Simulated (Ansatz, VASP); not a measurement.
## Be3C2 in VASP and in Ansatz

```
Be C
1.0
     3.02465    0.00000    0.00000
    -1.51233    2.61943    0.00000
     0.00000    0.00000    4.50159
Be C
3 2
Direct
  0.00000 0.00000 0.00000
  0.33333 0.66667 0.67116
  0.66667 0.33333 0.32884
  0.33333 0.66667 0.24769
  0.66667 0.33333 0.75231
```

Alike in both runs: functional r2SCAN; k mesh 12 × 12 × 8; occupations gaussian, width 0.1 eV; no spin polarisation.

Ansatz relaxed the structure, and its values are those at the end. VASP's run is a single point on that final structure, the one shown.

|  | VASP | Ansatz |
| --- | --- | --- |
| version | VASP 6.6.1 | Ansatz 0.2.0 |
| potentials or method | VASP PAW PBE potentials, release 64 (Be, C), cutoff 520 eV | scalar-relativistic, plane waves, PAW |
| valence electrons in the cell | 14 | 14 |

|  | VASP | Ansatz | Ansatz less VASP |
| --- | --- | --- | --- |
| gap on the k mesh at the Fermi level (eV) | none | none | - |
| pressure (GPa) | 0.7 | 0.0 | -0.68 |
| rms of the force components (eV/Å) | 0.008 | 0.004 | -0.0042 |

VASP's potentials were made for PBE, not for r2SCAN. A gap of «none» marks a metal or a gap that the smearing closes.
